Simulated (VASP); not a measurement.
A run of VASP 6.6.1:

INCAR

```
PREC = Accurate
ENCUT = 500
EDIFF = 1E-6
ISMEAR = 0
SIGMA = 0.1
LREAL = F
LASPH = T
NELM = 120
ALGO = Normal
ISIF = 2
LWAVE = F
LCHARG = F
GGA = PS
NBANDS = 17
GGA_COMPAT = F
```

The input KPOINTS:

```
regular mesh
0
Gamma
  12 12 7
```

The input POSCAR:

```
Hf
1.0
    3.1602689573      0.0000000000      0.0000000000
   -1.5801344786      2.7368731998      0.0000000000
    0.0000000000      0.0000000000      4.9962244042
Hf
2
Direct
    0.3333333333      0.6666666667      0.2500000000
    0.6666666667      0.3333333333      0.7500000000
```

Potentials or basis: VASP PAW PBE potentials, release 64 (Hf_pv).

Run with:

```console
$ cat potpaw_PBE.64/Hf_pv/POTCAR > POTCAR
$ mpirun -np 1 vasp_std > vasp.out
```

Hardware: 1 thread of Intel(R) Xeon(R) Platinum 8259CL CPU @ 2.50GHz (Skylake/Cascade Lake) (shared host).

Q: How long does it take, and how much memory?

A: Run time: 22 s on 1 thread of Intel(R) Xeon(R) Platinum 8259CL CPU @ 2.50GHz (Skylake/Cascade Lake), on a shared host, peak memory 0.18 GiB. Counts: scf iterations 11, k points 76.
